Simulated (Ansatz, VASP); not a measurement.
**GaN: VASP beside Ansatz**

```
Ga N
1.0
     0.00000   -2.24909   -2.30914
     0.00000    2.24909   -2.30914
     4.61828    0.00000    0.00000
Ga N
2 2
Direct
  0.50000 0.50000 0.50000
  0.00000 0.00000 0.00000
  0.00000 0.50000 0.25000
  0.50000 0.00000 0.75000
```

Change from the starting cell: mode 11 frozen in at +0.000 Å, equal normal strain along x and y +0.0267.

Alike in both runs: task single point; functional PBEsol; k mesh 8 × 8 × 6; occupations gaussian, width 0.05 eV; no spin polarisation.

|  | VASP | Ansatz |
| --- | --- | --- |
| version | VASP 6.6.1 | Ansatz 0.2.0 |
| potentials or method | VASP PAW PBE potentials, release 64 (Ga_d, N), cutoff 520 eV | scalar-relativistic, plane waves, PAW |
| valence electrons in the cell | 36 | 36 |

Ansatz gave:

```
gap on the k mesh at the Fermi level (eV)                     : 1.29
least direct gap on the mesh (eV)                             : 1.29
pressure (GPa)                                                : -8.9
traceless stress, the component that is largest in VASP (GPa) : 2.11
```

Q: Which values does VASP return?

A: gap on the k mesh at the Fermi level (eV): 1.30; least direct gap on the mesh (eV): 1.30; pressure (GPa): -9.3; traceless stress, the component that is largest in VASP (GPa): 2.13.

VASP's potentials were made for PBE, not for PBEsol, and Ansatz warns of the same on its side.
